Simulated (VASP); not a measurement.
# Co (Fm-3m) in VASP: a series of runs, part 2 of 2

VASP 6.6.1.

## Step 4: Single point, HSE06

This run uses another cell than the first one, of 10.06 Å³/atom.

File POSCAR:

```
Co
1.0
    0.0000000000      1.7134224700      1.7134224700
    1.7134224700      0.0000000000      1.7134224700
    1.7134224700      1.7134224700      0.0000000000
Co
1
Direct
    0.0000000000      0.0000000000      0.0000000000
```

File INCAR.step1:

```
SYSTEM = Co
PREC = Accurate
ENCUT = 520
EDIFF = 1E-5
ISMEAR = -1
SIGMA = 0.1
LREAL = .False.
LASPH = .True.
NELM = 100
ALGO = Normal
ISIF = 2
LWAVE = .True.
LCHARG = .False.
NBANDS = 10
GGA = PE
```

File INCAR.step2:

```
SYSTEM = Co
PREC = Accurate
ENCUT = 520
EDIFF = 1E-6
ISMEAR = -1
SIGMA = 0.1
LREAL = .False.
LASPH = .True.
NELM = 100
ALGO = Normal
ISIF = 2
LWAVE = .False.
LCHARG = .False.
GGA = PE
LHFCALC = .True.
HFSCREEN = 0.2079
PRECFOCK = Normal
NBANDS = 10
ISTART = 1
```

File KPOINTS:

```
Automatic mesh
0
Gamma
  6 6 6
  0 0 0
```

Potentials or basis: VASP PAW PBE potentials, release 64 (Co).

Launch:

```
$ cat potpaw_PBE.64/Co/POTCAR > POTCAR
$ cp INCAR.step1 INCAR
$ mpirun -np 1 vasp_std > vasp.out
$ cp INCAR.step2 INCAR
$ mpirun -np 1 vasp_std > vasp.out
```

OUTCAR:

```text
SYSTEM = Co
   PREC = Accurate
   ENCUT = 520
   EDIFF = 1E-6
   ISMEAR = -1
   LREAL = .False.
   LASPH = .True.
   NELM = 100
   ISIF = 2
   GGA = PE
   LHFCALC = .True.
   HFSCREEN = 0.2079
   PRECFOCK = Normal
   ISTART = 1

 ion  position               nearest neighbor table
   1  0.000  0.000  0.000-

  LATTYP: Found a face centered cubic cell.
 ALAT       =     3.4268449400

  Lattice vectors:

 A1 = (   0.0000000000,   1.7134224700,   1.7134224700)
 A2 = (   1.7134224700,   0.0000000000,   1.7134224700)
 A3 = (   1.7134224700,   1.7134224700,   0.0000000000)

Analysis of symmetry for initial positions (statically):
=====================================================================
 Subroutine PRICEL returns:
 Original cell was already a primitive cell.

 Routine SETGRP: Setting up the symmetry group for a
 face centered cubic supercell.

 Subroutine GETGRP returns: Found 48 space group operations
 (whereof 48 operations were pure point group operations)
 out of a pool of 48 trial point group operations.

The static configuration has the point symmetry O_h .

Analysis of symmetry for dynamics (positions and initial velocities):
=====================================================================
 Subroutine PRICEL returns:
 Original cell was already a primitive cell.

 Routine SETGRP: Setting up the symmetry group for a
 face centered cubic supercell.

 Subroutine GETGRP returns: Found 48 space group operations
 (whereof 48 operations were pure point group operations)
 out of a pool of 48 trial point group operations.

The dynamic configuration has the point symmetry O_h .

 Subroutine INISYM returns: Found 48 space group operations
 (whereof 48 operations are pure point group operations),
 and found     1 'primitive' translations

----------------------------------------------------------------------------------------

                                     Primitive cell

  volume of cell :      10.0606

  direct lattice vectors                    reciprocal lattice vectors
     0.000000000  1.713422470  1.713422470    -0.291813612  0.291813612  0.291813612
     1.713422470  0.000000000  1.713422470     0.291813612 -0.291813612  0.291813612
     1.713422470  1.713422470  0.000000000     0.291813612  0.291813612 -0.291813612

  length of vectors
     2.423145295  2.423145295  2.423145295     0.505436002  0.505436002  0.505436002

  position of ions in fractional coordinates (direct lattice)
     0.000000000  0.000000000  0.000000000

  ion indices of the primitive-cell ions
   primitive index   ion index
                 1           1

----------------------------------------------------------------------------------------

 KPOINTS: Automatic mesh

Automatic generation of k-mesh.
 Grid dimensions read from file:
[... 24 lines left out ...]
  0.333333  0.000000  0.000000      8.000000
  0.500000  0.000000  0.000000      4.000000
  0.166667  0.166667  0.000000      6.000000
  0.333333  0.166667  0.000000     24.000000
[... 8 lines left out ...]
 -0.333333  0.333333  0.166667     24.000000
 -0.333333  0.500000  0.166667     12.000000
   k-points           NKPTS =     16   k-points in BZ     NKDIM =    216   number of bands    NBANDS=     10
   number of dos      NEDOS =    301   number of ions     NIONS =      1
   total plane-waves  NPLWV =   5832
   dimension x,y,z NGX =    18 NGY =   18 NGZ =   18
   dimension x,y,z NGXF=    36 NGYF=   36 NGZF=   36
   ions per type =               1
   NGX,Y,Z   is equivalent  to a cutoff of  12.35, 12.35, 12.35 a.u.
   NGXF,Y,Z  is equivalent  to a cutoff of  24.70, 24.70, 24.70 a.u.
 SYSTEM =  Co
   PREC   = accura    normal or accurate (medium, high low for compatibility)
   ISTART =      1    job   : 0-new  1-cont  2-samecut
   ICHARG =      0    charge: 1-file 2-atom 10-const
   ISPIN  =      1    spin polarized calculation?
   LNONCOLLINEAR =      F non collinear calculations
   LSORBIT =      F    spin-orbit coupling
   LASPH  =      T    aspherical Exc in radial PAW
   ENCUT  =  520.0 eV  38.22 Ry    6.18 a.u.   4.51  4.51  4.51*2*pi/ulx,y,z
   NELM   =    100;   NELMIN=  2; NELMDL=  0     # of ELM steps
   EDIFF  = 0.1E-05   stopping-criterion for ELM
   LREAL  =      F    real-space projection
   EDIFFG = 0.1E-04   stopping-criterion for IOM
   NSW    =      0    number of steps for IOM
   IBRION =     -1    ionic relax: 0-MD 1-quasi-New 2-CG
   NFREE  =      0    steps in history (QN), initial steepest desc. (CG)
   ISIF   =      2    stress and relaxation
   ISYM   =      3    0-nonsym 1-usesym 2-fastsym
   POTIM  = 0.5000    time-step for ionic-motion
   TEBEG  =    0.0;   TEEND  =   0.0 temperature during run
   PSTRESS=    0.0 pullay stress
   NELECT =       9.0000    total number of electrons
   NUPDOWN=      -1.0000    fix difference up-down
   EMIN   =  10.00;   EMAX   =-10.00  energy-range for DOS
   EFERMI =   0.00;   METHOD = LEGACY
   ISMEAR =    -1;   SIGMA  =   0.10  broadening in eV -4-tet -1-fermi 0-gaus
   EFERMI_NEDOS =   21; number of points for ismear=-14 and -15
   IALGO  =     38    algorithm
   IMIX   =      1    mixing-type and parameters
     AMIX     =   0.40;   BMIX     =  1.00
     AMIX_MAG =   1.60;   BMIX_MAG =  1.00
  volume/ion in A,a.u.               =      10.06        67.89
  Fermi-wavevector in a.u.,A,eV,Ry     =   1.577422  2.980895 33.854832  2.488260
  Thomas-Fermi vector in A             =   2.678106
   LORBIT       =      0    0 simple, 1 ext, 2 COOP (PROOUT), +10 PAW based schemes
   GGA     = PE    functional components
   LHFCALC =     T    Hartree Fock is set to
   PRECFOCK=normal    Normal, Fast or Accurate (Low or Medium for compatibility)
   ENCUT4O =  -1.0   cutoff for four orbital integrals eV
   NKREDX  =     1    reduce k-point grid by
   NKREDY  =     1    reduce k-point grid by
   NKREDZ  =     1    reduce k-point grid by
   AEXX    =    0.2500 exact exchange contribution
   HFSCREEN=    0.2079 screening length (either q_TF or 0.3 A-1)
   HFSCREENC=   0.2079 screening length for correlation (either q_TF or 0.3 A-1)
   ENCUTFOCK=  -1.0 apply spherical cutoff to Coloumb kernel
   IVDW    =     0    specifies the selected vdW correction
   LEPSILON=     F    determine dielectric tensor
   LRPA    =     F    only Hartree local field effects (RPA)
 non-spin polarized calculation
  energy-cutoff  :      520.00
  volume of cell :       10.06
 maximum number of plane-waves:       283
 NGX is ok and might be reduce to    18
  NGX = 14; NGY = 14; NGZ = 14

 number of electron       9.0000001 magnetization

 Free energy of the ion-electron system (eV)
  ---------------------------------------------------
  ext. energy  EPLUGINS =         0.00000000
  ---------------------------------------------------
  free energy    TOTEN  =        -7.97278436 eV

  energy without entropy =       -7.91074177  energy(sigma->0) =       -7.94176306

 E-fermi :  10.6645     XC(G=0): -11.2418

 val. band max:       10.6567174036   @ k =  -0.1667   0.1667   0.0000
 cond. band min:      10.8893841752   @ k =   0.3333   0.3333   0.0000
 fundamental gap:      0.2326667715
 Fermi energy:        10.6645156679

 k-point     1 :       0.0000    0.0000    0.0000
  band No.  band energies     occupation
      1       0.6331      2.00000
      2       8.3715      2.00000
      3       8.3715      2.00000
      4       8.3715      2.00000
      5       8.8379      2.00000
      6       8.8379      2.00000
      7      35.9906      0.00000
      8      41.4810      0.00000
      9      41.4810      0.00000
     10      41.4810      0.00000
[... 183 lines left out ...]
 k-point    16 :      -0.3333    0.5000    0.1667
  band No.  band energies     occupation
      1       5.1438      2.00000
      2       6.4953      2.00000
      3       8.8904      2.00000
      4       9.1562      2.00000
      5      12.0497      0.00000
      6      18.3219      0.00000
      7      23.0754      0.00000
      8      23.9096      0.00000
      9      25.8805      0.00000
     10      39.8612      0.00000

------------------------ aborting loop because EDIFF is reached ----------------------------------------

  FORCE on cell =-STRESS in cart. coord.  units (eV):
  Direction    XX          YY          ZZ          XY          YZ          ZX
  --------------------------------------------------------------------------------------
  -------------------------------------------------------------------------------------
  Total       -0.0840887     -0.0840887     -0.0840887      0.0000000      0.0000000      0.0000000
  in kB      -13.3913633    -13.3913633    -13.3913633      0.0000000      0.0000000      0.0000000
  external PRESSURE =     -13.3913633 kB  Pullay stress =       0.0000000 kB

 VOLUME and BASIS-vectors are now :
 -----------------------------------------------------------------------------
  energy-cutoff  :      520.00
  volume of cell :       10.06
      direct lattice vectors                 reciprocal lattice vectors
     0.000000000  1.713422470  1.713422470    -0.291813612  0.291813612  0.291813612
     1.713422470  0.000000000  1.713422470     0.291813612 -0.291813612  0.291813612
     1.713422470  1.713422470  0.000000000     0.291813612  0.291813612 -0.291813612

 POSITION                                       TOTAL-FORCE (eV/Angst)
 -----------------------------------------------------------------------------------
      0.00000      0.00000      0.00000         0.000000      0.000000      0.000000
 -----------------------------------------------------------------------------------
    total drift:                                0.000001      0.000018      0.000006

  FREE ENERGIE OF THE ION-ELECTRON SYSTEM (eV)
  ---------------------------------------------------
  free  energy   TOTEN  =        -7.9727843612 eV

  energy  without entropy=       -7.9107417658  energy(sigma->0) =       -7.94176306
```

OUTCAR.step1:

```text
SYSTEM = Co
   PREC = Accurate
   ENCUT = 520
   EDIFF = 1E-5
   ISMEAR = -1
   LREAL = .False.
[... 415 lines left out ...]
 -----------------------------------------------------------------------------------
      0.00000      0.00000      0.00000        -0.000000      0.000000     -0.000000
 -----------------------------------------------------------------------------------
    total drift:                                0.000000     -0.000000     -0.000000

  FREE ENERGIE OF THE ION-ELECTRON SYSTEM (eV)
  ---------------------------------------------------
  free  energy   TOTEN  =        -6.8278177174 eV

  energy  without entropy=       -6.7334960391  energy(sigma->0) =       -6.78065688
```

OSZICAR.step1:

```text
N       E                     dE             d eps       ncg     rms          rms(c)
DAV:   1     0.196476396692E+02    0.19648E+02   -0.39076E+03   328   0.103E+03
DAV:   2    -0.755222890570E+01   -0.27200E+02   -0.26353E+02   324   0.152E+02
DAV:   3    -0.811223011668E+01   -0.56000E+00   -0.55419E+00   354   0.277E+01
DAV:   4    -0.811902184315E+01   -0.67917E-02   -0.67885E-02   364   0.257E+00
DAV:   5    -0.811920798517E+01   -0.18614E-03   -0.18614E-03   356   0.397E-01    0.108E+01
DAV:   6    -0.702375227917E+01    0.10955E+01   -0.13104E+01   346   0.553E+01    0.332E+00
DAV:   7    -0.685274212609E+01    0.17101E+00   -0.13447E+00   350   0.172E+01    0.150E+00
DAV:   8    -0.683073667365E+01    0.22005E-01   -0.42476E-02   430   0.252E+00    0.432E-01
DAV:   9    -0.682781323714E+01    0.29234E-02   -0.10584E-03   346   0.493E-01    0.494E-02
DAV:  10    -0.682781771744E+01   -0.44803E-05   -0.77225E-05   262   0.906E-02
   1 F= -.68278177E+01 E0= -.67806569E+01  d E =-.943217E-01
```

Run time: 8 min. Hardware: 1 thread of Intel Xeon 8259CL, shared host; peak memory 0.22 GiB.

What came out:

| Quantity | Value |
| --- | --- |
| Free energy | -7.9728 eV |
| Pressure | -1.3 GPa |
| Band gap on the k mesh | zero (an odd number of electrons rules out a gap without spin polarisation) |

Caveat: the k points lie up to 0.53 Å⁻¹ apart, too coarse for converged energies and pressures of a metal; the PAW data sets were made with another functional, which shifts forces and pressure a little; the run has no spin polarisation, though such a crystal can be magnetic. Spin polarisation is off, so any magnetic state and its effect on volume and gap are missing.
